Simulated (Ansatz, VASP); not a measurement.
SrC8 in VASP and in Ansatz

```
CELL_PARAMETERS angstrom
0.00000 0.00000 4.81801
4.98739 0.00000 0.00000
-2.49369 4.31920 0.00000
ATOMIC_POSITIONS crystal
Sr 0.50000 0.00000 0.00000
C 0.00000 0.33333 0.66667
C 0.00000 0.33451 0.16726
C 0.00000 0.83274 0.66549
C 0.00000 0.83274 0.16726
C 0.00000 0.16726 0.83274
C 0.00000 0.16726 0.33451
C 0.00000 0.66549 0.83274
C 0.00000 0.66667 0.33333
```

Alike in both runs: task single point; functional PBE; dispersion D3(BJ); k mesh 4 × 6 × 6; occupations gaussian, width 0.2 eV; no spin polarisation.

```csv
,VASP,Ansatz
version,VASP 6.6.1,Ansatz 0.2.0
potentials or method,"VASP PAW PBE potentials, release 64 (Sr_sv, C), cutoff 520 eV","scalar-relativistic, plane waves, PAW"
valence electrons in the cell,42,42
```

Ansatz gave:

```
gap on the k mesh at the Fermi level (eV)                     : none
pressure (GPa)                                                : -0.1
traceless stress, the component that is largest in VASP (GPa) : 0.43
rms of the force components (eV/Å)                            : 0.013
```

Question: What did VASP give for the same quantities?

Answer: gap on the k mesh at the Fermi level (eV): none; pressure (GPa): 0.3; traceless stress, the component that is largest in VASP (GPa): 0.28; rms of the force components (eV/Å): 0.017.

Atom by atom the forces differ by 0.004 eV/Å (rms over components). A gap of «none» marks a metal or a gap that the smearing closes.
